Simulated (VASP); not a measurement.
Write the native input for VASP 6.6.1 that does the following.

```
Task                   : single point
Functional             : PBE
Potentials or basis    : VASP PAW PBE potentials, release 64 (Si, O)
Cutoff                 : 520 eV
k mesh                 : 7 × 7 × 7
Occupations            : fermi-dirac, width 0.03 eV
Spin                   : no spin polarisation
Dipole correction      : no
Further INCAR settings : ALGO = Normal; EDIFF = 1e-06; NBANDS = 25
```

The structure of SiO2 lies in POSCAR:

```
SiO2
1.0
   -2.3740500000      2.3740500000      3.6691200000
    2.3740500000     -2.3740500000      3.6691200000
    2.3740500000      2.3740500000     -3.6691200000
Si O
2 4
Direct
    0.0000000000      0.0000000000      0.0000000000
    0.7500000000      0.2500000000      0.5000000000
    0.9983800000      0.6250000000      0.8733800000
    0.3750000000      0.2483800000      0.3733800000
    0.7516200000      0.1250000000      0.1266200000
    0.8750000000      0.0016200000      0.6266200000
```

This cell differs from its parent crystal: zz strain of -2 %.

One way to write it, as run:

INCAR

```
SYSTEM = SiO2
ALGO = Normal
EDIFF = 1E-6
ENCUT = 520
GGA = PE
ISIF = 2
ISMEAR = -1
LASPH = .TRUE.
LCHARG = .FALSE.
LREAL = .FALSE.
LWAVE = .FALSE.
NBANDS = 25
NELM = 80
PREC = Accurate
SIGMA = 0.03
```

KPOINTS

```
k-points
0
G
  7 7 7
  0 0 0
```

Potentials or basis: VASP PAW PBE potentials, release 64 (Si, O).

Run with:

```bash
$ cat potpaw_PBE.64/Si/POTCAR potpaw_PBE.64/O/POTCAR > POTCAR
$ mpirun -np 1 vasp_std > vasp.out
```

It gave:

```yaml
Pressure: 7.5 GPa
Largest_force: 0.377 eV/Å
Band_gap_on_the_k_mesh: 6.21 eV, direct
```

Caveat: the cell differs from its parent crystal (zz strain of -2 %).

Wall time 34 s on 1 thread of Intel(R) Xeon(R) 6975P-C (Granite Rapids) (shared host), peak memory 0.25 GiB.
